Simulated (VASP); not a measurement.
# Si4Mo2S in VASP: relaxation of the atoms with PBE

Aim: the relaxation of the atoms of Si4Mo2S with PBE.

All numbers are computed with VASP 6.6.1; they aren't measurements. Logs are shortened: lines on timing, memory, paths and dates and some standing lists are left out, and cuts for length are marked.

**1. The cell of the first run**

The cell holds a slab with vacuum, 7 atoms: a = 3.217 Å, b = 3.217 Å, c = 21.879 Å, α = 90.00°, β = 90.00°, γ = 90.00°.

**2. Relaxation of the atoms, PBE**

INCAR reads:

```
PREC     = Accurate       # precision mode
ENCUT    = 520            # plane-wave cutoff, eV
EDIFF    = 1E-6           # SCF threshold, eV
ISMEAR   = 0              # smearing method
SIGMA    = 0.1            # smearing width, eV
LREAL    = False          # projectors in reciprocal space
LASPH    = True           # aspherical terms in the spheres
NELM     = 60             # most SCF steps
ALGO     = Normal         # electronic algorithm
ISIF     = 2              # what is computed and relaxed
LWAVE    = False          # write WAVECAR
LCHARG   = False          # write CHGCAR
LDIPOL   = True         
IDIPOL   = 3            
DIPOL    = 0.5 0.5 0.360
GGA      = PE             # functional
IBRION   = 2              # ionic algorithm
NSW      = 36             # ionic steps
EDIFFG   = -0.025         # ionic threshold
KPAR     = 4
```

KPOINTS reads:

```
Automatic mesh
0
Gamma
  8 8 1
```

POSCAR reads:

```
Si4Mo2S
1.0
    3.2169717406      0.0000000000      0.0000000000
    0.0000000000      3.2169717406      0.0000000000
    0.0000000000      0.0000000000     21.8787970309
Si Mo S
4 2 1
Selective dynamics
Direct
    0.0000000000      0.0000000000      0.1828254083  F F F
    0.0000000000      0.0000000000      0.3015081460  F F F
    0.5000000000      0.5000000000      0.3593659940  F F F
    0.5000000000      0.5000000000      0.4743769512  F F F
    0.5000000000      0.5000000000      0.2421667771  F F F
    0.0000000000      0.0000000000      0.4192862009  F F F
    0.7500000000      0.8750000000      0.5408356367  F F T
```

Potentials or basis: VASP PAW PBE potentials, release 64 (Si, Mo_sv, S).

Started as:

```sh
cat potpaw_PBE.64/Si/POTCAR potpaw_PBE.64/Mo_sv/POTCAR potpaw_PBE.64/S/POTCAR > POTCAR
mpirun -np 4 vasp_std > vasp.out
```

OUTCAR:

```text
PREC = Accurate
   ENCUT = 520
   EDIFF = 1E-6
   ISMEAR = 0
   LREAL = False
   LASPH = True
   NELM = 60
   ISIF = 2
   GGA = PE
   IBRION = 2
   NSW = 36
   EDIFFG = -0.025

 ion  position               nearest neighbor table
   1  0.000  0.000  0.183-   2 2.60   5 2.62   5 2.62   5 2.62   5 2.62
   2  0.000  0.000  0.302-   6 2.58   1 2.60   3 2.60   3 2.60   3 2.60   3 2.60   5 2.62   5 2.62
                             5 2.62   5 2.62
   3  0.500  0.500  0.359-   4 2.52   5 2.56   2 2.60   2 2.60   2 2.60   2 2.60   6 2.63   6 2.63
                             6 2.63   6 2.63
   4  0.500  0.500  0.474-   7 2.05   3 2.52   6 2.57   6 2.57   6 2.57   6 2.57   7 2.61
   5  0.500  0.500  0.242-   3 2.56   1 2.62   1 2.62   1 2.62   1 2.62   2 2.62   2 2.62   2 2.62
                             2 2.62
   6  0.000  0.000  0.419-   4 2.57   4 2.57   4 2.57   4 2.57   2 2.58   3 2.63   3 2.63   3 2.63
                             3 2.63   7 2.81
   7  0.750  0.875  0.541-   4 2.05   4 2.61   6 2.81

  LATTYP: Found a simple tetragonal cell.
 ALAT       =     3.2169717406
 C/A-ratio  =     6.8010535358

  Lattice vectors:

 A1 = (   3.2169717406,   0.0000000000,   0.0000000000)
 A2 = (   0.0000000000,   3.2169717406,   0.0000000000)
 A3 = (   0.0000000000,   0.0000000000,  21.8787970309)

Analysis of symmetry for initial positions (statically):
=====================================================================
 Subroutine PRICEL returns:
 Original cell was already a primitive cell.

 Routine SETGRP: Setting up the symmetry group for a
 simple tetragonal supercell.

 Subroutine GETGRP returns: Found  1 space group operations
 (whereof  1 operations were pure point group operations)
 out of a pool of 16 trial point group operations.

The static configuration has the point symmetry C_1 .

Analysis of symmetry for dynamics (positions and initial velocities):
=====================================================================
 Subroutine PRICEL returns:
 Original cell was already a primitive cell.

 Routine SETGRP: Setting up the symmetry group for a
 simple tetragonal supercell.

 Subroutine GETGRP returns: Found  1 space group operations
 (whereof  1 operations were pure point group operations)
 out of a pool of 16 trial point group operations.

The dynamic configuration has the point symmetry C_1 .

Analysis of constrained symmetry for selective dynamics:
=====================================================================
 Subroutine PRICEL returns:
 Original cell was already a primitive cell.

 Routine SETGRP: Setting up the symmetry group for a
 simple tetragonal supercell.

 Subroutine GETGRP returns: Found  1 space group operations
 (whereof  1 operations were pure point group operations)
 out of a pool of 16 trial point group operations.

The constrained configuration has the point symmetry C_1 .

 Subroutine INISYM returns: Found  1 space group operations
 (whereof  1 operations are pure point group operations),
 and found     1 'primitive' translations

----------------------------------------------------------------------------------------

                                     Primitive cell

  volume of cell :     226.4216

  direct lattice vectors                    reciprocal lattice vectors
     3.216971741  0.000000000  0.000000000     0.310851347  0.000000000  0.000000000
     0.000000000  3.216971741  0.000000000     0.000000000  0.310851347  0.000000000
     0.000000000  0.000000000 21.878797031     0.000000000  0.000000000  0.045706352

  length of vectors
     3.216971741  3.216971741 21.878797031     0.310851347  0.310851347  0.045706352

[... 112 lines left out ...]
  Fermi-wavevector in a.u.,A,eV,Ry     =   0.989522  1.869926 13.322200  0.979154
  Thomas-Fermi vector in A             =   2.121127
   LORBIT       =      0    0 simple, 1 ext, 2 COOP (PROOUT), +10 PAW based schemes
   GGA     = PE    functional components
   LHFCALC =     F    Hartree Fock is set to
   AEXX    =    0.0000 exact exchange contribution
   IVDW    =     0    specifies the selected vdW correction
   LEPSILON=     F    determine dielectric tensor
   LRPA    =     F    only Hartree local field effects (RPA)
 conjugate gradient relaxation of ions
 non-spin polarized calculation
 Gauss-broadening in eV      SIGMA  =   0.10
  energy-cutoff  :      520.00
  volume of cell :      226.42
 maximum number of plane-waves:      6156
   NGX = 11   NGY = 11   NGZ = 81

 dipolmoment           0.000000      0.000000     -0.031351 electrons x Angstroem

--------------------------------------- Ionic step        1  -------------------------------------------

 number of electron      50.0000006 magnetization

 Free energy of the ion-electron system (eV)
  ---------------------------------------------------
  ext. energy  EPLUGINS =         0.00000000
  ---------------------------------------------------
  free energy    TOTEN  =       -48.48449116 eV

  energy without entropy =      -48.47394350  energy(sigma->0) =      -48.47921733

------------------------ aborting loop because EDIFF is reached ----------------------------------------

  FORCE on cell =-STRESS in cart. coord.  units (eV):
  Direction    XX          YY          ZZ          XY          YZ          ZX
  --------------------------------------------------------------------------------------
  -------------------------------------------------------------------------------------
  Total        2.6157681      1.3003650     -0.0251086      0.2158808      0.8209973      0.8156290
  in kB       18.5093808      9.2014852     -0.1776706      1.5275893      5.8094415      5.7714552
  external PRESSURE =       9.1777318 kB  Pullay stress =       0.0000000 kB

 VOLUME and BASIS-vectors are now :
 -----------------------------------------------------------------------------
  energy-cutoff  :      520.00
  volume of cell :      226.42
      direct lattice vectors                 reciprocal lattice vectors
     3.216971741  0.000000000  0.000000000     0.310851347  0.000000000  0.000000000
     0.000000000  3.216971741  0.000000000     0.000000000  0.310851347  0.000000000
     0.000000000  0.000000000 21.878797031     0.000000000  0.000000000  0.045706352

 POSITION                                       TOTAL-FORCE (eV/Angst)
 -----------------------------------------------------------------------------------
      0.00000      0.00000      4.00000        -0.015765      0.008107      0.616772
      0.00000      0.00000      6.59664         0.020664      0.001498     -0.619179
      1.60849      1.60849      7.86250        -0.075971     -0.015238     -0.227196
      1.60849      1.60849     10.37880        -0.444071     -1.348657      0.349025
      1.60849      1.60849      5.29832         0.037422     -0.005059     -0.275410
      0.00000      0.00000      9.17348        -0.036849      0.436865      0.226025
      2.41273      2.81485     11.83283         0.514570      0.922484     -0.070038
 -----------------------------------------------------------------------------------
    total drift:                               -0.000035      0.000011      0.000597

  FREE ENERGIE OF THE ION-ELECTRON SYSTEM (eV)
  ---------------------------------------------------
  free  energy   TOTEN  =       -48.4844911633 eV

  energy  without entropy=      -48.4739435017  energy(sigma->0) =      -48.47921733

--------------------------------------- Ionic step        2  -------------------------------------------

 number of electron      50.0000005 magnetization

 dipolmoment           0.000000      0.000000      0.032552 electrons x Angstroem

 Free energy of the ion-electron system (eV)
  ---------------------------------------------------
  ext. energy  EPLUGINS =         0.00000000
  ---------------------------------------------------
  free energy    TOTEN  =       -48.48465268 eV

  energy without entropy =      -48.47411608  energy(sigma->0) =      -48.47938438

 E-fermi :   2.0474     XC(G=0):  -6.0052

 val. band max:        2.0380727846   @ k =   0.0000   0.5000   0.0000
 cond. band min:       2.0512040448   @ k =   0.5000   0.1250   0.0000
 fundamental gap:      0.0131312603
 Fermi energy:         2.0473795336

 k-point     1 :       0.0000    0.0000    0.0000
  band No.  band energies     occupation
      1     -58.5201      2.00000
      2     -58.4312      2.00000
      3     -32.7195      2.00000
      4     -32.6159      2.00000
      5     -32.5884      2.00000
      6     -32.5601      2.00000
[... 781 lines left out ...]
     29       4.2338      0.00000
     30       4.6931      0.00000

 [... further k-points ...]

------------------------ aborting loop because EDIFF is reached ----------------------------------------

 vacuum level on the upper side and lower side of the slab       (xc-potential included)         0.271        -0.284

  FORCE on cell =-STRESS in cart. coord.  units (eV):
  Direction    XX          YY          ZZ          XY          YZ          ZX
  --------------------------------------------------------------------------------------
  -------------------------------------------------------------------------------------
  Total        2.6361233      1.3267361      0.0539420      0.2340386      0.8479443      0.8426608
  in kB       18.6534160      9.3880891      0.3816977      1.6560756      6.0001204      5.9627342
  external PRESSURE =       9.4744009 kB  Pullay stress =       0.0000000 kB

 VOLUME and BASIS-vectors are now :
 -----------------------------------------------------------------------------
  energy-cutoff  :      520.00
  volume of cell :      226.42
      direct lattice vectors                 reciprocal lattice vectors
     3.216971741  0.000000000  0.000000000     0.310851347  0.000000000  0.000000000
     0.000000000  3.216971741  0.000000000     0.000000000  0.310851347  0.000000000
     0.000000000  0.000000000 21.878797031     0.000000000  0.000000000  0.045706352

 POSITION                                       TOTAL-FORCE (eV/Angst)
 -----------------------------------------------------------------------------------
      0.00000      0.00000      4.00000        -0.015812      0.008223      0.616947
      0.00000      0.00000      6.59664         0.020754      0.001492     -0.618448
      1.60849      1.60849      7.86250        -0.076290     -0.015319     -0.225674
      1.60849      1.60849     10.37880        -0.462534     -1.374185      0.312556
      1.60849      1.60849      5.29832         0.037726     -0.005078     -0.277535
      0.00000      0.00000      9.17348        -0.037803      0.439457      0.216001
      2.41273      2.81485     11.82945         0.533959      0.945411     -0.023847
 -----------------------------------------------------------------------------------
    total drift:                               -0.000060     -0.000014      0.000081

  FREE ENERGIE OF THE ION-ELECTRON SYSTEM (eV)
  ---------------------------------------------------
  free  energy   TOTEN  =       -48.4846526831 eV

  energy  without entropy=      -48.4741160841  energy(sigma->0) =      -48.47938438

 reached required accuracy - stopping structural energy minimisation

 vacuum level on the upper side and lower side of the slab         7.169         6.600
```

Wall time 1.8 min (4 MPI ranks of AMD EPYC 7R13 (Zen 3), shared host); peak memory 0.43 GiB.

Results:

```
Free energy               : -48.4847 eV
Energy gained by relaxing : 0.0 meV/atom
Ionic steps               : 2
Band gap on the k mesh    : zero (bands 25 and 26 overlap by 0.59 eV)
```

Step by step:
```tsv
step	energy change (eV)	largest force on free atoms (eV/Å)	pressure (GPa)
1	0.0000	0.0700	0.92
2	-0.0002	0.0238	0.95
```

Final structure:
```
Si Mo S
1.0
     3.21697    0.00000    0.00000
     0.00000    3.21697    0.00000
     0.00000    0.00000   21.87880
Si Mo S
4 2 1
Direct
  0.00000 0.00000 0.18283
  0.00000 0.00000 0.30151
  0.50000 0.50000 0.35937
  0.50000 0.50000 0.47438
  0.50000 0.50000 0.24217
  0.00000 0.00000 0.41929
  0.75000 0.87500 0.54068
```

Levels at points of the mesh, in eV from the Fermi level:
| k point | band 23 | band 24 | band 25 | band 26 | band 27 | band 28 |
| --- | --- | --- | --- | --- | --- | --- |
| (0.00, 0.00, 0.00) | -0.32 | 0.12 | 0.47 | 0.72 | 0.95 | 1.06 |
| (0.50, 0.00, 0.00) | -0.88 | -0.22 | -0.17 | -0.12 | 1.11 | 2.36 |
| (0.00, 0.50, 0.00) | -0.41 | -0.32 | -0.16 | -0.01 | 1.77 | 2.36 |
| (0.50, 0.50, 0.00) | -1.62 | -1.51 | -0.70 | 0.31 | 1.64 | 1.97 |
